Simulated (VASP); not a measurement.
# Ta3N (P-3m1) in VASP: a series of runs, part 2 of 2

VASP 6.6.1.

## 4. Single point, PBE, collinear spin, ferromagnetic start

The input, INCAR:

```
SYSTEM = Ta3N
PREC = Accurate
ENCUT = 520
EDIFF = 1E-6
ISMEAR = 0
SIGMA = 0.1
LREAL = .FALSE.
LASPH = .TRUE.
NELM = 150
ALGO = Normal
ISIF = 2
LWAVE = .FALSE.
LCHARG = .FALSE.
ISPIN = 2
MAGMOM = 1 1 1 0
LORBIT = 11
LMAXMIX = 4
GGA = PE
NBANDS = 31
```

The input, KPOINTS:

```
regular mesh
0
G
  6 6 2
  0 0 0
```

The input, POSCAR:

```
Ta3N
1.0
    3.0322239600      0.0000000000      0.0000000000
   -1.5161119800      2.6259829800      0.0000000000
    0.0000000000      0.0000000000      7.5241370200
Ta N
3 1
Direct
    0.0000000000      0.0000000000      0.5000000000
    0.3333333300      0.6666666700      0.1739300000
    0.6666666700      0.3333333300      0.8260700000
    0.0000000000      0.0000000000      0.0000000000
```

Potentials or basis: VASP PAW PBE potentials, release 64 (Ta_pv, N).

Run with:

```bash
cat potpaw_PBE.64/Ta_pv/POTCAR potpaw_PBE.64/N/POTCAR > POTCAR
mpirun -np 1 vasp_std > vasp.out
```

OUTCAR:

```text
SYSTEM = Ta3N
   PREC = Accurate
   ENCUT = 520
   EDIFF = 1E-6
   ISMEAR = 0
   LREAL = .FALSE.
   LASPH = .TRUE.
   NELM = 150
   ISIF = 2
   ISPIN = 2
   LORBIT = 11
   GGA = PE

 ion  position               nearest neighbor table
   1  0.000  0.000  0.500-   2 3.01   3 3.01   3 3.01   2 3.01   3 3.01   2 3.01
   2  0.333  0.667  0.174-   4 2.19   4 2.19   4 2.19   1 3.01   1 3.01   1 3.01   3 3.15   3 3.15
                             3 3.15
   3  0.667  0.333  0.826-   4 2.19   4 2.19   4 2.19   1 3.01   1 3.01   1 3.01   2 3.15   2 3.15
                             2 3.15
   4  0.000  0.000  0.000-   2 2.19   3 2.19   3 2.19   2 2.19   3 2.19   2 2.19

  LATTYP: Found a hexagonal cell.
 ALAT       =     3.0322239600
 C/A-ratio  =     2.4813922452

  Lattice vectors:

 A1 = (   3.0322239600,   0.0000000000,   0.0000000000)
 A2 = (  -1.5161119800,   2.6259829800,   0.0000000000)
 A3 = (   0.0000000000,   0.0000000000,   7.5241370200)

Analysis of symmetry for initial positions (statically):
=====================================================================
 Subroutine PRICEL returns:
 Original cell was already a primitive cell.

[... 1146 lines left out ...]
  -------------------------------------------------------------------------------------
  Total       -0.5987130     -0.5987130      1.3907877      0.0000000      0.0000000     -0.0000000
  in kB      -16.0110337    -16.0110337     37.1930295      0.0000000      0.0000000     -0.0000000
  external PRESSURE =       1.7236540 kB  Pullay stress =       0.0000000 kB

 VOLUME and BASIS-vectors are now :
 -----------------------------------------------------------------------------
  energy-cutoff  :      520.00
  volume of cell :       59.91
      direct lattice vectors                 reciprocal lattice vectors
     3.032223960  0.000000000  0.000000000     0.329790943  0.190404890  0.000000000
    -1.516111980  2.625982980  0.000000000     0.000000000  0.380809780  0.000000000
     0.000000000  0.000000000  7.524137020     0.000000000  0.000000000  0.132905607

 POSITION                                       TOTAL-FORCE (eV/Angst)
 -----------------------------------------------------------------------------------
      0.00000      0.00000      3.76207        -0.000000      0.000000      0.000000
     -0.00000      1.75066      1.30867         0.000000      0.000000     -0.027161
      1.51611      0.87533      6.21546        -0.000000     -0.000000      0.027161
      0.00000      0.00000      0.00000        -0.000000      0.000000      0.000000
 -----------------------------------------------------------------------------------
    total drift:                                0.000000      0.000000      0.000000

  FREE ENERGIE OF THE ION-ELECTRON SYSTEM (eV)
  ---------------------------------------------------
  free  energy   TOTEN  =       -45.6141481822 eV

  energy  without entropy=      -45.5958642311  energy(sigma->0) =      -45.60500621

 total charge

# of ion       s       p       d       tot
------------------------------------------
    1        0.365   6.190   2.198   8.753
    2        0.318   6.218   2.354   8.890
    3        0.318   6.218   2.354   8.890
    4        1.242   2.517   0.000   3.758
--------------------------------------------------
tot          2.243  21.143   6.906  30.292

 magnetization (x)

# of ion       s       p       d       tot
------------------------------------------
    1        0.000   0.000   0.000   0.000
    2        0.000   0.000   0.000   0.000
    3        0.000   0.000   0.000   0.000
    4       -0.000  -0.000   0.000  -0.000
--------------------------------------------------
tot          0.000   0.000   0.001   0.001
```

OSZICAR:

```text
N       E                     dE             d eps       ncg     rms          rms(c)
DAV:   1     0.346799397580E+03    0.34680E+03   -0.20025E+04  1736   0.126E+03
DAV:   2    -0.328804665709E+02   -0.37968E+03   -0.36670E+03  1961   0.392E+02
DAV:   3    -0.490165964601E+02   -0.16136E+02   -0.15807E+02  2109   0.763E+01
DAV:   4    -0.492127758801E+02   -0.19618E+00   -0.19587E+00  1944   0.856E+00
DAV:   5    -0.492141753659E+02   -0.13995E-02   -0.13994E-02  2090   0.721E-01    0.296E+01
DAV:   6    -0.459154860336E+02    0.32987E+01   -0.97744E+00  2078   0.206E+01    0.134E+01
DAV:   7    -0.456896197773E+02    0.22587E+00   -0.14940E+00  1969   0.801E+00    0.714E+00
DAV:   8    -0.456346354694E+02    0.54984E-01   -0.40788E-01  2028   0.367E+00    0.194E+00
DAV:   9    -0.456221909978E+02    0.12444E-01   -0.20232E-01  2037   0.215E+00    0.695E-01
DAV:  10    -0.456154067765E+02    0.67842E-02   -0.65616E-02  2030   0.937E-01    0.480E-01
DAV:  11    -0.456141090883E+02    0.12977E-02   -0.72868E-03  1982   0.455E-01    0.172E-01
DAV:  12    -0.456141535168E+02   -0.44429E-04   -0.54061E-04  2025   0.149E-01    0.485E-02
DAV:  13    -0.456141491384E+02    0.43784E-05   -0.58121E-05  1936   0.524E-02    0.278E-02
DAV:  14    -0.456141490653E+02    0.73064E-07   -0.10453E-05  1965   0.185E-02    0.110E-02
DAV:  15    -0.456141481822E+02    0.88315E-06   -0.10385E-06   952   0.688E-03
   1 F= -.45614148E+02 E0= -.45605006E+02  d E =-.182840E-01  mag=     0.0007
```

It took 33 s on 1 thread of Intel Xeon 6975P-C (Granite Rapids), shared host; peak memory 0.22 GiB.

Results:

```yaml
Free_energy: -45.6141 eV
Pressure: 0.2 GPa
Largest_force: 0.027 eV/Å
Band_gap_on_the_k_mesh: zero (filled and empty bands overlap)
Net_moment: 0.00 μB per cell
Valence_electrons_inside_the_program's_atomic_spheres: Ta 8.75, 8.89; N 3.76
```

Forces in eV/Å, atoms in the order of the input:
```
Ta   0.000  0.000  0.000
Ta   0.000  0.000 -0.027
Ta   0.000  0.000  0.027
N    0.000  0.000  0.000
```

Stress tensor (GPa, compression positive):
```
-1.60  0.00  0.00
 0.00 -1.60  0.00
 0.00  0.00  3.72
```

Levels at points of the mesh, in eV from the Fermi level:
Spin up:
| k point | band 16 | band 17 | band 18 | band 19 | band 20 | band 21 | band 22 | band 23 |
| --- | --- | --- | --- | --- | --- | --- | --- | --- |
| (0.00, 0.00, 0.00) | -1.41 | -0.54 | -0.54 | -0.33 | 0.29 | 0.29 | 0.86 | 1.78 |
| (0.50, 0.00, 0.00) | -3.11 | -1.20 | -0.52 | 0.10 | 0.68 | 0.86 | 3.42 | 3.97 |
| (0.00, 0.00, 0.50) | -1.26 | -1.16 | -0.33 | -0.33 | 0.57 | 0.57 | 1.15 | 1.24 |
| (0.50, 0.00, 0.50) | -2.89 | -1.35 | -1.28 | 0.14 | 0.89 | 1.24 | 2.36 | 4.32 |
Spin down:
```csv
k point,band 15,band 16,band 17,band 18,band 19,band 20,band 21,band 22,band 23,band 24
"(0.00, 0.00, 0.00)",-3.58,-1.41,-0.54,-0.54,-0.33,0.29,0.29,0.86,1.78,1.78
"(0.50, 0.00, 0.00)",-3.76,-3.11,-1.20,-0.52,0.10,0.68,0.86,3.42,3.97,4.31
"(0.00, 0.00, 0.50)",-3.80,-1.26,-1.16,-0.33,-0.33,0.57,0.57,1.15,1.24,1.24
"(0.50, 0.00, 0.50)",-3.68,-2.89,-1.35,-1.28,0.14,0.89,1.24,2.36,4.32,4.39
```

Caveat: the k points lie up to 0.42 Å⁻¹ apart; spin-orbit coupling is left out, which moves the levels of the heavy elements.

## 5. Single point, PBE

This run uses another cell than the first one, of 14.94 Å³/atom, 0.998 times its volume.

The input, INCAR:

```
SYSTEM = Ta3N
PREC = Accurate
ENCUT = 520
EDIFF = 1E-7
ISMEAR = 0
SIGMA = 0.1
LREAL = .False.
LASPH = .True.
NELM = 80
ALGO = Normal
ISIF = 2
LWAVE = .False.
LCHARG = .True.
GGA = PE
LELF = .True.
LVHAR = .True.
NBANDS = 27
```

The input, KPOINTS:

```
Automatic mesh
0
Gamma
  18 18 6
  0 0 0
```

The input, POSCAR:

```
Ta3N
1.0
    3.0217774472      0.0000000000      0.0000000000
   -1.5108887236      2.6169360339      0.0000000000
    0.0000000000      0.0000000000      7.5575785847
Ta N
3 1
Direct
    0.0000000000      0.0000000000      0.5000000000
    0.3333333333      0.6666666667      0.1735950150
    0.6666666667      0.3333333333      0.8264049850
    0.0000000000      0.0000000000      0.0000000000
```

Run with:

```bash
cat potpaw_PBE.64/Ta_pv/POTCAR potpaw_PBE.64/N/POTCAR > POTCAR
mpirun -np 1 vasp_std > vasp.out
```

It took 2.7 min on 1 thread of Intel Xeon 6975P-C (Granite Rapids), shared host; peak memory 0.37 GiB.

Results (log left out):

| Quantity | Value |
| --- | --- |
| Free energy | -45.6190 eV |
| Pressure | 0.3 GPa |
| Largest force | 0.048 eV/Å |
| Band gap on the k mesh | zero (band 19 reaches 7.07 eV, above the bottom of band 20 at 6.36 eV) |

Forces in eV/Å, atoms in the order of the input:
```
Ta   0.000  0.000  0.000
Ta   0.000  0.000  0.048
Ta   0.000  0.000 -0.048
N    0.000  0.000  0.000
```

Levels at points of the mesh, in eV from the Fermi level:
| k point | band 17 | band 18 | band 19 | band 20 | band 21 | band 22 |
| --- | --- | --- | --- | --- | --- | --- |
| (0.00, 0.00, 0.00) | -0.44 | -0.44 | -0.37 | 0.32 | 0.32 | 0.91 |
| (0.50, 0.00, 0.00) | -1.16 | -0.52 | 0.14 | 0.75 | 0.89 | 3.55 |
| (0.00, 0.00, 0.50) | -1.16 | -0.24 | -0.24 | 0.58 | 0.58 | 1.18 |
| (0.50, 0.00, 0.50) | -1.31 | -1.26 | 0.16 | 0.89 | 1.32 | 2.44 |

Caveat: spin-orbit coupling is left out, which moves the levels of the heavy elements.

## 6. The runs side by side

| spin | cell | k mesh | gap on the mesh (eV) | pressure (GPa) | largest force (eV/Å) |
| --- | --- | --- | --- | --- | --- |
| off | a = 3.032, b = 3.032, c = 7.524 Å, angles 90.0, 90.0, 120.0°, 4 atoms | 6 × 6 × 2 | none | 0.2 | 0.03 |
| collinear, ferromagnetic start | a = 3.032, b = 3.032, c = 7.524 Å, angles 90.0, 90.0, 120.0°, 4 atoms | 6 × 6 × 2 | none | 0.2 | 0.03 |
| off | a = 3.022, b = 3.022, c = 7.558 Å, angles 90.0, 90.0, 120.0°, 4 atoms | 18 × 18 × 6 | none | 0.3 | 0.05 |

Alike in all rows: task single point; level PBE; potentials or basis VASP PAW PBE potentials, release 64 (Ta_pv, N); cutoff (eV) 520; smearing gaussian 0.1 eV.

Caveats: some runs use coarse meshes; spin-orbit coupling is left out, which moves the levels of the heavy elements.

Total energies depend on the potentials used, so only differences within one code and one set of settings carry meaning.
